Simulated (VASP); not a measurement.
# Al2Cu (I4/mcm) in VASP: further runs, part 2 of 2

VASP 6.6.1. Earlier steps stand in the parts before.

**3. Single point, PBEsol**

This run uses another cell than the first one, of 13.85 Å³/atom.

INCAR

```
PREC = Accurate
ENCUT = 520
EDIFF = 1E-7
ISMEAR = 0
SIGMA = 0.15
LREAL = F
LASPH = T
NELM = 80
ALGO = Fast
ISIF = 2
LWAVE = F
LCHARG = F
GGA = PS
NBANDS = 26
```

KPOINTS

```
Automatic mesh
0
Gamma
  10 10 10
```

POSCAR

```
Al2Cu
1.0
   -2.8766500000      2.8766500000      2.5103500000
    2.8766500000     -2.8766500000      2.5103500000
    2.8766500000      2.8766500000     -2.5103500000
Al Cu
4 2
Direct
    0.1593210787      0.6593210787      0.8186421574
    0.6593210787      0.8406789213      0.5000000000
    0.8406789213      0.3406789213      0.1813578426
    0.3406789213      0.1593210787      0.5000000000
    0.7500000000      0.7500000000      0.0000000000
    0.2500000000      0.2500000000      0.0000000000
```

Potentials or basis: VASP PAW PBE potentials, release 64 (Al, Cu).

The run is started by

```
cat potpaw_PBE.64/Al/POTCAR potpaw_PBE.64/Cu/POTCAR > POTCAR
mpirun -np 1 vasp_std > vasp.out
```

OUTCAR:

```text
PREC = Accurate
   ENCUT = 520
   EDIFF = 1E-7
   ISMEAR = 0
   LREAL = F
   LASPH = T
   NELM = 80
   ISIF = 2
   GGA = PS

 ion  position               nearest neighbor table
   1  0.159  0.659  0.819-   5 2.50   6 2.50   5 2.50   6 2.50   3 2.59   3 2.91   3 2.91   4 3.06
                             2 3.06   2 3.06   4 3.06   4 3.11   2 3.11   2 3.11   4 3.11
   2  0.659  0.841  0.500-   6 2.50   5 2.50   5 2.50   6 2.50   4 2.59   4 2.91   4 2.91   1 3.06
                             3 3.06   3 3.06   1 3.06   1 3.11   3 3.11   1 3.11   3 3.11
   3  0.841  0.341  0.181-   5 2.50   6 2.50   5 2.50   6 2.50   1 2.59   1 2.91   1 2.91   4 3.06
                             2 3.06   4 3.06   2 3.06   4 3.11   2 3.11   4 3.11   2 3.11
   4  0.341  0.159  0.500-   5 2.50   6 2.50   6 2.50   5 2.50   2 2.59   2 2.91   2 2.91   3 3.06
                             1 3.06   1 3.06   3 3.06   3 3.11   1 3.11   1 3.11   3 3.11
   5  0.750  0.750  0.000-   3 2.50   1 2.50   2 2.50   2 2.50   4 2.50   4 2.50   3 2.50   1 2.50
                             6 2.51   6 2.51
   6  0.250  0.250  0.000-   3 2.50   1 2.50   4 2.50   4 2.50   2 2.50   2 2.50   1 2.50   3 2.50
                             5 2.51   5 2.51

  LATTYP: Found a body centered tetragonal cell.
 ALAT       =     5.7533000000
 C/A-ratio  =     0.8726643839

  Lattice vectors:

 A1 = (  -2.8766500000,   2.8766500000,   2.5103500000)
 A2 = (   2.8766500000,  -2.8766500000,   2.5103500000)
 A3 = (   2.8766500000,   2.8766500000,  -2.5103500000)

Analysis of symmetry for initial positions (statically):
=====================================================================
 Subroutine PRICEL returns:
 Original cell was already a primitive cell.

 Routine SETGRP: Setting up the symmetry group for a
 body centered tetragonal supercell.

 Subroutine GETGRP returns: Found 16 space group operations
 (whereof  8 operations were pure point group operations)
 out of a pool of 16 trial point group operations.

The static configuration has the point symmetry C_4h.
 The point group associated with its full space group is D_4h.

Analysis of symmetry for dynamics (positions and initial velocities):
[... 147 lines left out ...]
   AEXX    =    0.0000 exact exchange contribution
   IVDW    =     0    specifies the selected vdW correction
   LEPSILON=     F    determine dielectric tensor
   LRPA    =     F    only Hartree local field effects (RPA)
 non-spin polarized calculation
 RMM-DIIS sequential band-by-band and
 Gauss-broadening in eV      SIGMA  =   0.15
  energy-cutoff  :      520.00
  volume of cell :       83.09
 maximum number of plane-waves:      2270
   NGX = 17   NGY = 17   NGZ = 17

 number of electron      33.9999971 magnetization

 Free energy of the ion-electron system (eV)
  ---------------------------------------------------
  ext. energy  EPLUGINS =         0.00000000
  ---------------------------------------------------
  free energy    TOTEN  =       -25.80211525 eV

  energy without entropy =      -25.77763614  energy(sigma->0) =      -25.78987570

 E-fermi :   8.7120     XC(G=0): -11.2617

 val. band max:        8.7071107976   @ k =  -0.1000  -0.1000   0.1000
 cond. band min:       8.7139885041   @ k =  -0.4000   0.2000  -0.0000
 fundamental gap:      0.0068777065
 Fermi energy:         8.7120038505

 k-point     1 :       0.0000    0.0000    0.0000
  band No.  band energies     occupation
      1      -2.5673      2.00000
      2       3.1678      2.00000
      3       3.1852      2.00000
      4       3.1852      2.00000
      5       3.4343      2.00000
      6       4.2159      2.00000
[... 685 lines left out ...]
     25      16.0270      0.00000
     26      16.1374      0.00000

 [... further k-points ...]

------------------------ aborting loop because EDIFF is reached ----------------------------------------

  FORCE on cell =-STRESS in cart. coord.  units (eV):
  Direction    XX          YY          ZZ          XY          YZ          ZX
  --------------------------------------------------------------------------------------
  -------------------------------------------------------------------------------------
  Total        4.8745984      4.8745984     -0.3954576      0.0000000     -0.0000000      0.0000000
  in kB       93.9898817     93.9898817     -7.6250416      0.0000000     -0.0000000      0.0000000
  external PRESSURE =      60.1182406 kB  Pullay stress =       0.0000000 kB

 VOLUME and BASIS-vectors are now :
 -----------------------------------------------------------------------------
  energy-cutoff  :      520.00
  volume of cell :       83.09
      direct lattice vectors                 reciprocal lattice vectors
    -2.876650000  2.876650000  2.510350000     0.000000000  0.173813290  0.199175414
     2.876650000 -2.876650000  2.510350000     0.173813290  0.000000000  0.199175414
     2.876650000  2.876650000 -2.510350000     0.173813290  0.173813290  0.000000000

 POSITION                                       TOTAL-FORCE (eV/Angst)
 -----------------------------------------------------------------------------------
      3.79327      0.91662      0.00000         0.191210      0.191210     -0.000000
      1.96003      0.91662      2.51035        -0.191210      0.191210     -0.000000
     -0.91662      1.96003      2.51035        -0.191210     -0.191210      0.000000
      0.91662      1.96003      0.00000         0.191210     -0.191210     -0.000000
      0.00000      0.00000      3.76552         0.000000     -0.000000      0.000000
      0.00000      0.00000      1.25517        -0.000000     -0.000000      0.000000
 -----------------------------------------------------------------------------------
    total drift:                                0.000000     -0.000000      0.000000

  FREE ENERGIE OF THE ION-ELECTRON SYSTEM (eV)
  ---------------------------------------------------
  free  energy   TOTEN  =       -25.8021152547 eV

  energy  without entropy=      -25.7776361409  energy(sigma->0) =      -25.78987570
```

It took 5.8 min on 1 thread of AMD EPYC 7R13 (Zen 3), shared host; peak memory 0.3 GiB.

Results:

```
Free energy            : -25.8021 eV
Pressure               : 6.0 GPa
Largest force          : 0.270 eV/Å
Band gap on the k mesh : zero (bands 17 and 18 overlap by 3.76 eV)
```

Forces on the atoms (eV/Å):
```
Al   0.191  0.191  0.000
Al  -0.191  0.191  0.000
Al  -0.191 -0.191  0.000
Al   0.191 -0.191  0.000
Cu   0.000  0.000  0.000
Cu   0.000  0.000  0.000
```

Levels at points of the mesh, in eV from the Fermi level:
| k point | band 15 | band 16 | band 17 | band 18 | band 19 | band 20 |
| --- | --- | --- | --- | --- | --- | --- |
| (0.00, 0.00, 0.00) | -1.61 | -1.55 | -1.55 | -1.24 | -0.01 | 0.07 |
| (0.50, 0.00, 0.00) | -2.68 | -2.68 | 0.50 | 0.50 | 3.40 | 3.40 |
| (0.50, 0.50, 0.00) | -1.59 | -1.16 | -1.12 | -0.57 | 1.39 | 1.95 |
| (0.50, 0.50, 0.50) | -3.41 | -2.23 | 2.31 | 2.91 | 2.91 | 3.72 |

Caveat: the cell stands under pressure; the PAW data sets were made with another functional, which shifts forces and pressure a little.

**4. Single point, PBEsol**

This run uses another cell than the first one, of 13.87 Å³/atom.

INCAR

```
SYSTEM = Al2Cu
  PREC = Accurate
  ENCUT = 520
  EDIFF = 1E-6
  ISMEAR = 0
  SIGMA = 0.15
  LREAL = .FALSE.
  LASPH = .TRUE.
  NELM = 80
  ALGO = Fast
  ISIF = 2
  LWAVE = .FALSE.
  LCHARG = .FALSE.
  GGA = PS
  NBANDS = 26
```

KPOINTS

```
Automatic mesh
0
G
  10 10 10
  0 0 0
```

POSCAR: that of step 3 with these lines changed.

```diff
@@ -2,5 +2,5 @@
 1.0
-   -2.8766500000      2.8766500000      2.5103500000
-    2.8766500000     -2.8766500000      2.5103500000
-    2.8766500000      2.8766500000     -2.5103500000
+   -2.9066000000      2.9066000000      2.4621000000
+    2.9066000000     -2.9066000000      2.4621000000
+    2.9066000000      2.9066000000     -2.4621000000
 Al Cu
```

The run is started by

```
cat potpaw_PBE.64/Al/POTCAR potpaw_PBE.64/Cu/POTCAR > POTCAR
mpirun -np 1 vasp_std > vasp.out
```

Run time: 4.5 min. Hardware: 1 thread of AMD EPYC 7R13 (Zen 3), shared host; peak memory 0.3 GiB.

The run converged. Its results:

* Free energy: -25.8985 eV
* Pressure: 5.4 GPa
* Largest force: 0.140 eV/Å
* Band gap on the k mesh: zero (bands 17 and 18 overlap by 4.04 eV)

Forces in eV/Å, atoms in the order of the input:
```
Al   0.099  0.099  0.000
Al  -0.099  0.099  0.000
Al  -0.099 -0.099  0.000
Al   0.099 -0.099  0.000
Cu   0.000  0.000  0.000
Cu   0.000  0.000  0.000
```

Stress tensor (GPa, compression positive):
```
7.91 0.00 0.00
0.00 7.91 0.00
0.00 0.00 0.42
```

Levels at points of the mesh, in eV from the Fermi level:
| k point | band 15 | band 16 | band 17 | band 18 | band 19 | band 20 |
| --- | --- | --- | --- | --- | --- | --- |
| (0.00, 0.00, 0.00) | -1.75 | -1.46 | -1.46 | -1.04 | -0.03 | 0.01 |
| (0.50, 0.00, 0.00) | -2.68 | -2.68 | 0.42 | 0.42 | 3.83 | 3.83 |
| (0.50, 0.50, 0.00) | -1.43 | -1.28 | -0.97 | -0.72 | 1.21 | 1.75 |
| (0.50, 0.50, 0.50) | -3.44 | -2.09 | 2.46 | 2.93 | 2.93 | 3.63 |

Caveat: the cell stands under pressure; the PAW data sets were made with another functional, which shifts forces and pressure a little.

**5. Single point, PBEsol**

This run uses another cell than the first one, of 13.88 Å³/atom.

INCAR

```
SYSTEM = Al2Cu
ALGO = Fast
EDIFF = 1E-6
ENCUT = 520
GGA = PS
ISIF = 2
ISMEAR = 0
LASPH = .True.
LCHARG = .False.
LREAL = .False.
LWAVE = .False.
NBANDS = 26
NELM = 80
PREC = Accurate
SIGMA = 0.15
```

KPOINTS

```
k-points
0
Gamma
  10 10 10
  0 0 0
```

POSCAR: that of step 4 with these lines changed.

```diff
@@ -2,5 +2,5 @@
 1.0
-   -2.9066000000      2.9066000000      2.4621000000
-    2.9066000000     -2.9066000000      2.4621000000
-    2.9066000000      2.9066000000     -2.4621000000
+   -2.9665500000      2.9665500000      2.3655500000
+    2.9665500000     -2.9665500000      2.3655500000
+    2.9665500000      2.9665500000     -2.3655500000
 Al Cu
```

Potentials or basis: VASP PAW PBE potentials, release 64 (Al, Cu).

The run is started by

```
cat potpaw_PBE.64/Al/POTCAR potpaw_PBE.64/Cu/POTCAR > POTCAR
mpirun -np 1 vasp_std > vasp.out
```

OUTCAR:

```text
SYSTEM = Al2Cu
   EDIFF = 1E-6
   ENCUT = 520
   GGA = PS
   ISIF = 2
   ISMEAR = 0
   LASPH = .True.
   LREAL = .False.
   NELM = 80
   PREC = Accurate

 ion  position               nearest neighbor table
   1  0.159  0.659  0.819-   5 2.53   6 2.53   5 2.53   6 2.53   3 2.67   3 2.81   3 2.81   4 3.03
                             2 3.03   2 3.03   4 3.03   4 3.16   2 3.16   2 3.16   4 3.16
   2  0.659  0.841  0.500-   5 2.53   5 2.53   6 2.53   6 2.53   4 2.67   4 2.81   4 2.81   3 3.03
                             1 3.03   1 3.03   3 3.03   1 3.16   3 3.16   1 3.16   3 3.16
   3  0.841  0.341  0.181-   5 2.53   6 2.53   5 2.53   6 2.53   1 2.67   1 2.81   1 2.81   2 3.03
                             4 3.03   4 3.03   2 3.03   4 3.16   2 3.16   4 3.16   2 3.16
   4  0.341  0.159  0.500-   6 2.53   6 2.53   5 2.53   5 2.53   2 2.67   2 2.81   2 2.81   3 3.03
                             1 3.03   1 3.03   3 3.03   1 3.16   3 3.16   3 3.16   1 3.16
   5  0.750  0.750  0.000-   6 2.37   6 2.37   2 2.53   2 2.53   4 2.53   4 2.53   1 2.53   3 2.53
                             3 2.53   1 2.53
   6  0.250  0.250  0.000-   5 2.37   5 2.37   4 2.53   4 2.53   2 2.53   2 2.53   3 2.53   1 2.53
                             1 2.53   3 2.53

  LATTYP: Found a body centered tetragonal cell.
 ALAT       =     5.9331000000
 C/A-ratio  =     0.7974077632

  Lattice vectors:

 A1 = (  -2.9665500000,   2.9665500000,   2.3655500000)
 A2 = (   2.9665500000,  -2.9665500000,   2.3655500000)
 A3 = (   2.9665500000,   2.9665500000,  -2.3655500000)

Analysis of symmetry for initial positions (statically):
=====================================================================
 Subroutine PRICEL returns:
 Original cell was already a primitive cell.

 Routine SETGRP: Setting up the symmetry group for a
 body centered tetragonal supercell.

 Subroutine GETGRP returns: Found 16 space group operations
 (whereof  8 operations were pure point group operations)
 out of a pool of 16 trial point group operations.

The static configuration has the point symmetry C_4h.
 The point group associated with its full space group is D_4h.

[... 146 lines left out ...]
   GGA     = PS    functional components
   LHFCALC =     F    Hartree Fock is set to
   AEXX    =    0.0000 exact exchange contribution
   IVDW    =     0    specifies the selected vdW correction
   LEPSILON=     F    determine dielectric tensor
   LRPA    =     F    only Hartree local field effects (RPA)
 non-spin polarized calculation
 RMM-DIIS sequential band-by-band and
 Gauss-broadening in eV      SIGMA  =   0.15
  energy-cutoff  :      520.00
  volume of cell :       83.27
 maximum number of plane-waves:      2272
   NGX = 17   NGY = 17   NGZ = 17

 number of electron      34.0000037 magnetization

 Free energy of the ion-electron system (eV)
  ---------------------------------------------------
  ext. energy  EPLUGINS =         0.00000000
  ---------------------------------------------------
  free energy    TOTEN  =       -25.96498425 eV

  energy without entropy =      -25.94496277  energy(sigma->0) =      -25.95497351

 E-fermi :   8.7184     XC(G=0): -11.2520

 val. band max:        8.7023176279   @ k =   0.3000   0.3000   0.2000
 cond. band min:       8.7223051657   @ k =   0.0000   0.0000   0.0000
 fundamental gap:      0.0199875378
 Fermi energy:         8.7183788685

 k-point     1 :       0.0000    0.0000    0.0000
  band No.  band energies     occupation
      1      -2.5725      2.00000
      2       3.0148      2.00000
      3       3.1923      2.00000
      4       3.2113      2.00000
      5       3.2113      2.00000
      6       4.1925      2.00000
[... 685 lines left out ...]
     25      15.9227      0.00000
     26      16.0221      0.00000

 [... further k-points ...]

------------------------ aborting loop because EDIFF is reached ----------------------------------------

  FORCE on cell =-STRESS in cart. coord.  units (eV):
  Direction    XX          YY          ZZ          XY          YZ          ZX
  --------------------------------------------------------------------------------------
  -------------------------------------------------------------------------------------
  Total        2.2068655      2.2068655      3.0324314      0.0000000      0.0000000      0.0000000
  in kB       42.4610752     42.4610752     58.3453289      0.0000000      0.0000000      0.0000000
  external PRESSURE =      47.7558265 kB  Pullay stress =       0.0000000 kB

 VOLUME and BASIS-vectors are now :
 -----------------------------------------------------------------------------
  energy-cutoff  :      520.00
  volume of cell :       83.27
      direct lattice vectors                 reciprocal lattice vectors
    -2.966550000  2.966550000  2.365550000     0.000000000  0.168545954  0.211367335
     2.966550000 -2.966550000  2.365550000     0.168545954  0.000000000  0.211367335
     2.966550000  2.966550000 -2.365550000     0.168545954  0.168545954  0.000000000

 POSITION                                       TOTAL-FORCE (eV/Angst)
 -----------------------------------------------------------------------------------
      3.91182      0.94527      0.00000        -0.048126     -0.048126     -0.000000
      2.02128      0.94527      2.36555         0.048126     -0.048126     -0.000000
     -0.94527      2.02128      2.36555         0.048126      0.048126      0.000000
      0.94527      2.02128      0.00000        -0.048126      0.048126     -0.000000
      0.00000      0.00000      3.54832        -0.000000     -0.000000      0.000000
      0.00000      0.00000      1.18277         0.000000     -0.000000      0.000000
 -----------------------------------------------------------------------------------
    total drift:                                0.000000     -0.000000      0.000000

  FREE ENERGIE OF THE ION-ELECTRON SYSTEM (eV)
  ---------------------------------------------------
  free  energy   TOTEN  =       -25.9649842514 eV

  energy  without entropy=      -25.9449627722  energy(sigma->0) =      -25.95497351
```

OSZICAR:

```text
N       E                     dE             d eps       ncg     rms          rms(c)
DAV:   1     0.187546128887E+03    0.18755E+03   -0.13738E+04  5304   0.149E+03
DAV:   2    -0.186541896507E+02   -0.20620E+03   -0.19356E+03  5322   0.294E+02
DAV:   3    -0.311009104982E+02   -0.12447E+02   -0.11730E+02  6802   0.919E+01
DAV:   4    -0.314663189992E+02   -0.36541E+00   -0.36362E+00  7902   0.139E+01
DAV:   5    -0.314720706387E+02   -0.57516E-02   -0.57507E-02  7934   0.171E+00    0.230E+01
RMM:   6    -0.370633180183E+02   -0.55912E+01   -0.11377E+02  6489   0.143E+02    0.197E+01
RMM:   7    -0.262818414780E+02    0.10781E+02   -0.34470E+01  5678   0.815E+01    0.319E+00
RMM:   8    -0.260311393834E+02    0.25070E+00   -0.20910E+00  5863   0.202E+01    0.122E+00
RMM:   9    -0.259719612700E+02    0.59178E-01   -0.45346E-01  6022   0.285E+00    0.616E-01
RMM:  10    -0.259689864035E+02    0.29749E-02   -0.62662E-02  6554   0.313E+00    0.370E-01
RMM:  11    -0.259648669666E+02    0.41194E-02   -0.10373E-02  6945   0.867E-01    0.127E-01
RMM:  12    -0.259650319738E+02   -0.16501E-03   -0.28658E-03  7389   0.393E-01    0.777E-02
RMM:  13    -0.259650269400E+02    0.50337E-05   -0.80848E-04  7078   0.206E-01    0.356E-02
RMM:  14    -0.259649808787E+02    0.46061E-04   -0.15526E-04  6692   0.122E-01    0.272E-02
RMM:  15    -0.259649837396E+02   -0.28609E-05   -0.63575E-05  7886   0.550E-02    0.240E-02
RMM:  16    -0.259649842514E+02   -0.51178E-06   -0.76485E-06  5892   0.180E-02
   1 F= -.25964984E+02 E0= -.25954974E+02  d E =-.200215E-01
```

stdout:

```text
POSCAR found type information on POSCAR AlCu
 POSCAR found :  2 types and       6 ions
 scaLAPACK will be used
 -----------------------------------------------------------------------------
|                                                                             |
|                                                                             |
|     You enforced a specific xc type in the INCAR file but a different       |
|     I HOPE YOU KNOW WHAT YOU ARE DOING!                                     |
|                                                                             |
 -----------------------------------------------------------------------------

 LDA part: xc-table for (Slater+PW92), standard interpolation
 POSCAR, INCAR and KPOINTS ok, starting setup
 FFT: planning ... GRIDC
 FFT: planning ... GRID_SOFT
 FFT: planning ... GRID
 WAVECAR not read
 entering main loop
```

Run time: 3.8 min. Hardware: 1 thread of AMD EPYC 7R13 (Zen 3), shared host; peak memory 0.3 GiB.

What came out:

```yaml
Free_energy: -25.9650 eV
Pressure: 4.8 GPa
Largest_force: 0.068 eV/Å
Band_gap_on_the_k_mesh: zero (bands 17 and 18 overlap by 4.64 eV)
```

Forces on the atoms (eV/Å):
```
Al  -0.048 -0.048  0.000
Al   0.048 -0.048  0.000
Al   0.048  0.048  0.000
Al  -0.048  0.048  0.000
Cu   0.000  0.000  0.000
Cu   0.000  0.000  0.000
```

Levels at points of the mesh, in eV from the Fermi level:
```tsv
k point	band 15	band 16	band 17	band 18	band 19	band 20
(0.00, 0.00, 0.00)	-1.47	-1.33	-1.33	-0.92	-0.07	0.00
(0.50, 0.00, 0.00)	-2.75	-2.75	0.19	0.19	4.15	4.15
(0.50, 0.50, 0.00)	-1.68	-1.44	-0.82	-0.65	0.78	1.26
(0.50, 0.50, 0.50)	-3.41	-1.87	2.71	2.95	2.95	3.41
```

Caveat: the cell stands under pressure; the PAW data sets were made with another functional, which shifts forces and pressure a little.

**6. Overview**

```csv
cell,further INCAR settings,gap on the mesh (eV),pressure (GPa),largest force (eV/Å)
"a = 4.768 Å, angles 105.8, 105.8, 117.1°, 6 atoms",ALGO = Fast; EDIFF = 1e-07; NBANDS = 26,none,7.2,0.23
"a = 4.780 Å, angles 106.0, 106.0, 116.6°, 6 atoms",ALGO = Fast; EDIFF = 1e-07; NBANDS = 26,none,6.0,0.27
"a = 4.792 Å, angles 105.3, 105.3, 118.2°, 6 atoms",ALGO = Fast; EDIFF = 1e-06; NBANDS = 26,none,5.4,0.14
"a = 4.816 Å, angles 104.0, 104.0, 121.2°, 6 atoms",ALGO = Fast; EDIFF = 1e-06; NBANDS = 26,none,4.8,0.07
```

Alike in all rows: task single point; level PBEsol; potentials or basis VASP PAW PBE potentials, release 64 (Al, Cu); no spin polarisation; k mesh 10 × 10 × 10; cutoff (eV) 520; smearing gaussian 0.15 eV.

Caveats: the cell stands under pressure; the PAW data sets were made with another functional, which shifts forces and pressure a little.

Total energies depend on the potentials used, so only differences within one code and one set of settings carry meaning.
